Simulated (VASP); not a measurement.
# CaC2 (I4/mmm) in VASP: further runs

CaC2 is run at these levels: LDA; tasks: single point.

Program: VASP 6.6.1. These are calculated values, not measurements. Logs are shortened: lines on timing, memory, paths and dates and some standing lists are left out, and cuts for length are marked.

## (1) The cell of the first run

It takes space group I4/mmm (No. 139, tetragonal). The conventional cell has a = 3.570 Å, b = 3.570 Å, c = 6.592 Å, α = 90.00°, β = 90.00°, γ = 90.00°. Within 3.4 Å of Ca (site symmetry 4/mmm) lie 10 C at 2.61 to 2.64 Å. Within 1.8 Å of C (site symmetry 4mm) lie 1 C at 1.31 Å.

## (2) Single point, LDA (strain -0.050 along x and y, +0.050 along z)

Input file INCAR:

```
SYSTEM = CaC2
PREC     = Accurate       ! precision mode
ENCUT    = 600            ! plane-wave cutoff, eV
EDIFF    = 1E-6           ! SCF threshold, eV
ISMEAR   = 0              ! smearing method
SIGMA    = 0.05           ! smearing width, eV
LREAL    = .False.        ! projectors in reciprocal space
LASPH    = .True.         ! aspherical terms in the spheres
NELM     = 120            ! most SCF steps
ALGO     = Normal         ! electronic algorithm
ISIF     = 2              ! what is computed and relaxed
LWAVE    = .False.        ! write WAVECAR
LCHARG   = .False.        ! write CHGCAR
GGA      = CA             ! functional
NBANDS   = 16             ! bands
GGA_COMPAT= .False.
```

Input file KPOINTS:

```
Automatic mesh
0
Gamma
  10 10 10
  0 0 0
```

Input file POSCAR:

```
CaC2
1.0
   -1.7849758499      1.7849758499      3.2957511584
    1.7849758499     -1.7849758499      3.2957511584
    1.7849758499      1.7849758499     -3.2957511584
Ca C
1 2
Direct
    0.0000000000      0.0000000000      0.0000000000
    0.5996770466      0.5996770466      0.0000000000
    0.4003229534      0.4003229534      0.0000000000
```

Potentials or basis: VASP PAW LDA potentials, release 64 (Ca_sv, C).

Command:

```
> cat potpaw_LDA.64/Ca_sv/POTCAR potpaw_LDA.64/C/POTCAR > POTCAR
> mpirun -np 1 vasp_std > vasp.out
```

OUTCAR:

```text
SYSTEM = CaC2
   PREC = Accurate
   ENCUT = 600
   EDIFF = 1E-6
   ISMEAR = 0
   LREAL = .False.
   LASPH = .True.
   NELM = 120
   ISIF = 2
   GGA = CA

 ion  position               nearest neighbor table
   1  0.000  0.000  0.000-   2 2.61   2 2.61   2 2.61   3 2.61   2 2.61   3 2.61   3 2.61   3 2.61

   2  0.600  0.600  0.000-   3 1.31   1 2.61   1 2.61   1 2.61   1 2.61
   3  0.400  0.400  0.000-   2 1.31   1 2.61   1 2.61   1 2.61   1 2.61

  LATTYP: Found a body centered tetragonal cell.
 ALAT       =     3.5699516998
 C/A-ratio  =     1.8463841730

  Lattice vectors:

 A1 = (  -1.7849758499,   1.7849758499,   3.2957511584)
 A2 = (   1.7849758499,  -1.7849758499,   3.2957511584)
 A3 = (   1.7849758499,   1.7849758499,  -3.2957511584)

Analysis of symmetry for initial positions (statically):
=====================================================================
 Subroutine PRICEL returns:
 Original cell was already a primitive cell.

 Routine SETGRP: Setting up the symmetry group for a
 body centered tetragonal supercell.

 Subroutine GETGRP returns: Found 16 space group operations
 (whereof 16 operations were pure point group operations)
 out of a pool of 16 trial point group operations.

The static configuration has the point symmetry D_4h.

Analysis of symmetry for dynamics (positions and initial velocities):
=====================================================================
 Subroutine PRICEL returns:
 Original cell was already a primitive cell.

 Routine SETGRP: Setting up the symmetry group for a
 body centered tetragonal supercell.

 Subroutine GETGRP returns: Found 16 space group operations
 (whereof 16 operations were pure point group operations)
 out of a pool of 16 trial point group operations.

The dynamic configuration has the point symmetry D_4h.

 Subroutine INISYM returns: Found 16 space group operations
 (whereof 16 operations are pure point group operations),
 and found     1 'primitive' translations

----------------------------------------------------------------------------------------

                                     Primitive cell

  volume of cell :      42.0029

  direct lattice vectors                    reciprocal lattice vectors
    -1.784975850  1.784975850  3.295751158     0.000000000  0.280115835  0.151710483
     1.784975850 -1.784975850  3.295751158     0.280115835  0.000000000  0.151710483
     1.784975850  1.784975850 -3.295751158     0.280115835  0.280115835  0.000000000

  length of vectors
     4.151415815  4.151415815  4.151415815     0.318560750  0.318560750  0.396143612

  position of ions in fractional coordinates (direct lattice)
     0.000000000  0.000000000  0.000000000
     0.599677047  0.599677047  0.000000000
     0.400322953  0.400322953  0.000000000

  ion indices of the primitive-cell ions
   primitive index   ion index
                 1           1
                 2           2
                 3           3

----------------------------------------------------------------------------------------

 KPOINTS: Automatic mesh

Automatic generation of k-mesh.
 Grid dimensions read from file:
 generate k-points for:   10   10   10

 Generating k-lattice:

  Cartesian coordinates                     Fractional coordinates (reciprocal lattice)
     0.000000000  0.028011583  0.015171048     0.100000000  0.000000000  0.000000000
     0.028011583  0.000000000  0.015171048     0.000000000  0.100000000  0.000000000
     0.028011583  0.028011583  0.000000000     0.000000000  0.000000000  0.100000000

  Length of vectors
     0.031856075  0.031856075  0.039614361

  Shift w.r.t. Gamma in fractional coordinates (k-lattice)
     0.000000000  0.000000000  0.000000000

 Subroutine IBZKPT returns following result:
 ===========================================

 Found    102 irreducible k-points:

 Following reciprocal coordinates:
            Coordinates               Weight
  0.000000  0.000000  0.000000      1.000000
  0.100000 -0.000000  0.000000      8.000000
  0.200000 -0.000000  0.000000      8.000000
  0.300000  0.000000  0.000000      8.000000
  0.400000 -0.000000  0.000000      8.000000
  0.500000  0.000000  0.000000      4.000000
[... 16 lines left out ...]
  0.300000  0.300000  0.000000      8.000000
  0.400000  0.300000  0.000000     16.000000
 [... further k-points ...]
   k-points           NKPTS =    102   k-points in BZ     NKDIM =    102   number of bands    NBANDS=     16
   number of dos      NEDOS =    301   number of ions     NIONS =      3
   total plane-waves  NPLWV =  46656
   dimension x,y,z NGX =    36 NGY =   36 NGZ =   36
   dimension x,y,z NGXF=    72 NGYF=   72 NGZF=   72
   ions per type =               1   2
   NGX,Y,Z   is equivalent  to a cutoff of  14.42, 14.42, 14.42 a.u.
   NGXF,Y,Z  is equivalent  to a cutoff of  28.83, 28.83, 28.83 a.u.
 SYSTEM =  CaC2
   PREC   = accura    normal or accurate (medium, high low for compatibility)
   ISTART =      0    job   : 0-new  1-cont  2-samecut
   ICHARG =      2    charge: 1-file 2-atom 10-const
   ISPIN  =      1    spin polarized calculation?
   LNONCOLLINEAR =      F non collinear calculations
   LSORBIT =      F    spin-orbit coupling
   LASPH  =      T    aspherical Exc in radial PAW
   ENCUT  =  600.0 eV  44.10 Ry    6.64 a.u.   8.29  8.29  8.29*2*pi/ulx,y,z
   NELM   =    120;   NELMIN=  2; NELMDL= -5     # of ELM steps
   EDIFF  = 0.1E-05   stopping-criterion for ELM
   LREAL  =      F    real-space projection
   EDIFFG = 0.1E-04   stopping-criterion for IOM
   NSW    =      0    number of steps for IOM
   IBRION =     -1    ionic relax: 0-MD 1-quasi-New 2-CG
   NFREE  =      0    steps in history (QN), initial steepest desc. (CG)
   ISIF   =      2    stress and relaxation
   ISYM   =      2    0-nonsym 1-usesym 2-fastsym
   POTIM  = 0.5000    time-step for ionic-motion
   TEBEG  =    0.0;   TEEND  =   0.0 temperature during run
   PSTRESS=    0.0 pullay stress
   NELECT =      18.0000    total number of electrons
   NUPDOWN=      -1.0000    fix difference up-down
   EMIN   =  10.00;   EMAX   =-10.00  energy-range for DOS
   EFERMI =   0.00;   METHOD = LEGACY
   ISMEAR =     0;   SIGMA  =   0.05  broadening in eV -4-tet -1-fermi 0-gaus
   EFERMI_NEDOS =   21; number of points for ismear=-14 and -15
   IALGO  =     38    algorithm
   IMIX   =      4    mixing-type and parameters
     AMIX     =   0.40;   BMIX     =  1.00
     AMIX_MAG =   1.60;   BMIX_MAG =  1.00
  volume/ion in A,a.u.               =      14.00        94.48
  Fermi-wavevector in a.u.,A,eV,Ry     =   1.234258  2.332410 20.727019  1.523393
  Thomas-Fermi vector in A             =   2.368955
   LORBIT       =      0    0 simple, 1 ext, 2 COOP (PROOUT), +10 PAW based schemes
   GGA     = CA    functional components
   LHFCALC =     F    Hartree Fock is set to
   AEXX    =    0.0000 exact exchange contribution
   IVDW    =     0    specifies the selected vdW correction
   LEPSILON=     F    determine dielectric tensor
   LRPA    =     F    only Hartree local field effects (RPA)
 non-spin polarized calculation
 Gauss-broadening in eV      SIGMA  =   0.05
  energy-cutoff  :      600.00
  volume of cell :       42.00
 maximum number of plane-waves:      1414
 NGX is ok and might be reduce to    36
   NGX = 17   NGY = 17   NGZ = 17

 number of electron      18.0000000 magnetization

 Free energy of the ion-electron system (eV)
  ---------------------------------------------------
  ext. energy  EPLUGINS =         0.00000000
  ---------------------------------------------------
  free energy    TOTEN  =       -21.88414112 eV

  energy without entropy =      -21.88407617  energy(sigma->0) =      -21.88410864

 E-fermi :   2.5706     XC(G=0): -10.4509

 val. band max:        2.5495741172   @ k =   0.5000   0.5000   0.5000
 cond. band min:       2.6063364693   @ k =   0.5000   0.5000   0.0000
 fundamental gap:      0.0567623521
 Fermi energy:         2.5705812654

 k-point     1 :       0.0000    0.0000    0.0000
  band No.  band energies     occupation
      1     -35.9015      2.00000
      2     -17.2069      2.00000
      3     -17.2069      2.00000
      4     -17.1355      2.00000
      5     -10.7997      2.00000
      6      -0.9290      2.00000
[... 8 lines left out ...]
     15      11.7822      0.00000
     16      11.7822      0.00000

 k-point     2 :       0.1000   -0.0000    0.0000
  band No.  band energies     occupation
      1     -35.8989      2.00000
      2     -17.2461      2.00000
      3     -17.2041      2.00000
      4     -17.1402      2.00000
      5     -10.7192      2.00000
      6      -1.1863      2.00000
[... 8 lines left out ...]
     15      11.3826      0.00000
     16      11.6237      0.00000

 k-point     3 :       0.2000   -0.0000    0.0000
  band No.  band energies     occupation
      1     -35.8921      2.00000
      2     -17.3472      2.00000
      3     -17.1967      2.00000
      4     -17.1510      2.00000
      5     -10.5072      2.00000
      6      -1.6412      2.00000
[... 8 lines left out ...]
     15      10.6002      0.00000
     16      11.1512      0.00000

 k-point     4 :       0.3000    0.0000    0.0000
  band No.  band energies     occupation
      1     -35.8836      2.00000
      2     -17.4672      2.00000
      3     -17.1875      2.00000
      4     -17.1635      2.00000
      5     -10.2402      2.00000
      6      -2.0912      2.00000
[... 8 lines left out ...]
     15      10.3094      0.00000
     16      10.4105      0.00000

 k-point     5 :       0.4000   -0.0000    0.0000
  band No.  band energies     occupation
      1     -35.8768      2.00000
      2     -17.5603      2.00000
      3     -17.1800      2.00000
      4     -17.1733      2.00000
      5     -10.0178      2.00000
      6      -2.4304      2.00000
[... 8 lines left out ...]
     15       9.8639      0.00000
     16      11.0848      0.00000

 k-point     6 :       0.5000    0.0000    0.0000
  band No.  band energies     occupation
      1     -35.8742      2.00000
      2     -17.5950      2.00000
      3     -17.1771      2.00000
      4     -17.1771      2.00000
      5      -9.9309      2.00000
      6      -2.5587      2.00000
[... 8 lines left out ...]
     15       9.7638      0.00000
     16      11.3991      0.00000
[... 267 lines left out ...]
 k-point    21 :      -0.3000    0.2000    0.0000
  band No.  band energies     occupation
      1     -35.8773      2.00000
      2     -17.4321      2.00000
      3     -17.2817      2.00000
      4     -17.1494      2.00000
      5     -10.2594      2.00000
      6      -1.4059      2.00000
[... 8 lines left out ...]
     15      10.8361      0.00000
     16      11.8080      0.00000

 k-point    22 :      -0.2000    0.2000    0.0000
  band No.  band energies     occupation
      1     -35.8850      2.00000
      2     -17.3521      2.00000
      3     -17.2787      2.00000
      4     -17.1427      2.00000
      5     -10.3954      2.00000
      6      -1.0953      2.00000
[... 8 lines left out ...]
     15      10.5021      0.00000
     16      11.9485      0.00000

 k-point    23 :       0.3000    0.3000    0.0000
  band No.  band energies     occupation
      1     -35.8676      2.00000
      2     -17.4206      2.00000
      3     -17.3719      2.00000
      4     -17.1808      2.00000
      5     -10.1548      2.00000
      6      -2.1856      2.00000
[... 8 lines left out ...]
     15      10.1534      0.00000
     16      11.3036      0.00000

 k-point    24 :       0.4000    0.3000    0.0000
  band No.  band energies     occupation
      1     -35.8625      2.00000
      2     -17.4686      2.00000
      3     -17.3643      2.00000
      4     -17.1772      2.00000
      5     -10.1645      2.00000
      6      -1.9406      2.00000
[... 8 lines left out ...]
     15      10.7925      0.00000
     16      11.1211      0.00000

 [... further k-points ...]
[... 5 lines left out ...]
  --------------------------------------------------------------------------------------
  -------------------------------------------------------------------------------------
  Total        2.6164110      2.6164110     -6.8540061      0.0000000     -0.0000000      0.0000000
  in kB       99.8015878     99.8015878   -261.4423735      0.0000000     -0.0000000      0.0000000
  external PRESSURE =     -20.6130659 kB  Pullay stress =       0.0000000 kB

 VOLUME and BASIS-vectors are now :
 -----------------------------------------------------------------------------
  energy-cutoff  :      600.00
  volume of cell :       42.00
      direct lattice vectors                 reciprocal lattice vectors
    -1.784975850  1.784975850  3.295751158     0.000000000  0.280115835  0.151710483
     1.784975850 -1.784975850  3.295751158     0.280115835  0.000000000  0.151710483
     1.784975850  1.784975850 -3.295751158     0.280115835  0.280115835  0.000000000

 POSITION                                       TOTAL-FORCE (eV/Angst)
 -----------------------------------------------------------------------------------
      0.00000      0.00000      0.00000        -0.000000     -0.000000     -0.000000
      0.00000      0.00000      3.95277        -0.000000     -0.000000     -3.748074
      0.00000      0.00000      2.63873         0.000000      0.000000      3.748074
 -----------------------------------------------------------------------------------
    total drift:                                0.000000     -0.000000     -0.000000

  FREE ENERGIE OF THE ION-ELECTRON SYSTEM (eV)
  ---------------------------------------------------
  free  energy   TOTEN  =       -21.8841411172 eV

  energy  without entropy=      -21.8840761708  energy(sigma->0) =      -21.88410864
```

It took 5.1 min on 1 thread of Oxide Virtual Turin-like, shared host; peak memory 0.19 GiB.

What came out:

| Quantity | Value |
| --- | --- |
| Free energy | -21.8841 eV |
| Pressure | -2.1 GPa |
| Largest force | 3.748 eV/Å |
| Band gap on the k mesh | 0.06 eV (least direct gap 1.41 eV) |

Forces in eV/Å, atoms in the order of the input:
```
Ca   0.000  0.000  0.000
C    0.000  0.000 -3.748
C    0.000  0.000  3.748
```

Stress tensor (GPa, compression positive):
```
  9.98   0.00   0.00
  0.00   9.98   0.00
  0.00   0.00 -26.14
```

Levels at points of the mesh, in eV from the valence-band top:
```tsv
k point	band 7	band 8	band 9	band 10	band 11	band 12
(0.00, 0.00, 0.00)	-2.75	-1.15	-1.15	2.50	2.50	3.43
(0.50, 0.00, 0.00)	-3.12	-2.38	-1.44	3.98	5.15	6.01
(0.50, 0.50, 0.00)	-3.14	-1.99	-1.36	0.06	4.06	6.82
(0.50, 0.50, 0.50)	-1.77	-1.77	0.00	2.53	5.45	5.45
```

Caveat: the cell differs from its parent crystal (strain -0.050 along x and y, +0.050 along z); the stress differs along the axes, from -26 to 10 GPa; forces of over 1 eV/Å act on the atoms, so gaps and moduli don't describe the material at rest. A k mesh can miss the band edges.

## (3) Single point, LDA (strain -0.025 along x and y, +0.000 along z)

Input file INCAR:

```
SYSTEM = CaC2
PREC = Accurate
ENCUT = 600
EDIFF = 1E-6
ISMEAR = 0
SIGMA = 0.05
LREAL = .FALSE.
LASPH = .TRUE.
NELM = 120
ALGO = Normal
ISIF = 2
LWAVE = .FALSE.
LCHARG = .FALSE.
GGA = CA
NBANDS = 16
GGA_COMPAT = .FALSE.
```

Input file KPOINTS:

```
regular mesh
0
G
  10 10 10
  0 0 0
```

Input file POSCAR:

```
CaC2
1.0
   -1.8319488986      1.8319488986      3.1388106270
    1.8319488986     -1.8319488986      3.1388106270
    1.8319488986      1.8319488986     -3.1388106270
Ca C
1 2
Direct
    0.0000000000      0.0000000000      0.0000000000
    0.5996770466      0.5996770466      0.0000000000
    0.4003229534      0.4003229534      0.0000000000
```

Potentials or basis: VASP PAW LDA potentials, release 64 (Ca_sv, C).

Command:

```
> cat potpaw_LDA.64/Ca_sv/POTCAR potpaw_LDA.64/C/POTCAR > POTCAR
> mpirun -np 1 vasp_std > vasp.out
```

OUTCAR:

```text
SYSTEM = CaC2
   PREC = Accurate
   ENCUT = 600
   EDIFF = 1E-6
   ISMEAR = 0
   LREAL = .FALSE.
   LASPH = .TRUE.
   NELM = 120
   ISIF = 2
   GGA = CA

 ion  position               nearest neighbor table
   1  0.000  0.000  0.000-   2 2.51   3 2.51
   2  0.600  0.600  0.000-   3 1.25   1 2.51
   3  0.400  0.400  0.000-   2 1.25   1 2.51

  LATTYP: Found a body centered tetragonal cell.
 ALAT       =     3.6638977972
 C/A-ratio  =     1.7133723705

  Lattice vectors:
[... 648 lines left out ...]

  FORCE on cell =-STRESS in cart. coord.  units (eV):
  Direction    XX          YY          ZZ          XY          YZ          ZX
  --------------------------------------------------------------------------------------
  -------------------------------------------------------------------------------------
  Total        1.2740640      1.2740640      0.3169248      0.0000000     -0.0000000      0.0000000
  in kB       48.4451175     48.4451175     12.0507762      0.0000000     -0.0000000      0.0000000
  external PRESSURE =      36.3136704 kB  Pullay stress =       0.0000000 kB

 VOLUME and BASIS-vectors are now :
 -----------------------------------------------------------------------------
  energy-cutoff  :      600.00
  volume of cell :       42.14
      direct lattice vectors                 reciprocal lattice vectors
    -1.831948899  1.831948899  3.138810627     0.000000000  0.272933377  0.159296007
     1.831948899 -1.831948899  3.138810627     0.272933377  0.000000000  0.159296007
     1.831948899  1.831948899 -3.138810627     0.272933377  0.272933377  0.000000000

 POSITION                                       TOTAL-FORCE (eV/Angst)
 -----------------------------------------------------------------------------------
      0.00000      0.00000      0.00000        -0.000000     -0.000000      0.000000
      0.00000      0.00000      3.76455        -0.000000     -0.000000      0.001375
      0.00000      0.00000      2.51308         0.000000      0.000000     -0.001375
 -----------------------------------------------------------------------------------
    total drift:                                0.000000     -0.000000     -0.000000

  FREE ENERGIE OF THE ION-ELECTRON SYSTEM (eV)
  ---------------------------------------------------
  free  energy   TOTEN  =       -22.1528506621 eV

  energy  without entropy=      -22.1528506621  energy(sigma->0) =      -22.15285066
```

OSZICAR:

```text
N       E                     dE             d eps       ncg     rms          rms(c)
DAV:   1     0.125342552639E+03    0.12534E+03   -0.97927E+03  3264   0.122E+03
DAV:   2    -0.186806310401E+02   -0.14402E+03   -0.13763E+03  4112   0.288E+02
DAV:   3    -0.246014937075E+02   -0.59209E+01   -0.58960E+01  4304   0.579E+01
DAV:   4    -0.248475384141E+02   -0.24604E+00   -0.24597E+00  5120   0.985E+00
DAV:   5    -0.248493451424E+02   -0.18067E-02   -0.18067E-02  4208   0.886E-01    0.904E+00
DAV:   6    -0.223954552049E+02    0.24539E+01   -0.50285E+00  3632   0.130E+01    0.428E+00
DAV:   7    -0.221682859154E+02    0.22717E+00   -0.14231E+00  4488   0.630E+00    0.169E+00
DAV:   8    -0.221602363163E+02    0.80496E-02   -0.20452E-01  4112   0.306E+00    0.451E-01
DAV:   9    -0.221526282735E+02    0.76080E-02   -0.32335E-02  4064   0.115E+00    0.111E-01
DAV:  10    -0.221528578980E+02   -0.22962E-03   -0.30195E-03  4832   0.355E-01    0.643E-02
DAV:  11    -0.221529014262E+02   -0.43528E-04   -0.12922E-04  4784   0.745E-02    0.522E-02
DAV:  12    -0.221528499308E+02    0.51495E-04   -0.18080E-04  4152   0.993E-02    0.768E-03
DAV:  13    -0.221528507340E+02   -0.80327E-06   -0.19524E-05  4488   0.297E-02    0.588E-03
DAV:  14    -0.221528506621E+02    0.71977E-07   -0.60626E-07  2352   0.610E-03
   1 F= -.22152851E+02 E0= -.22152851E+02  d E =-.141527E-14
```

Wall time 4.2 min (1 thread of Oxide Virtual Turin-like, shared host); peak memory 0.19 GiB.

Results:

| Item | Value |
| --- | --- |
| Free energy | -22.1529 eV |
| Pressure | 3.6 GPa |
| Band gap on the k mesh | 0.57 eV (least direct gap 1.83 eV) |

Stress tensor (GPa, compression positive):
```
4.84 0.00 0.00
0.00 4.84 0.00
0.00 0.00 1.21
```

Caveat: the cell differs from its parent crystal (strain -0.025 along x and y, +0.000 along z); the cell stands under pressure.

(Continued in part 2 of 2.)
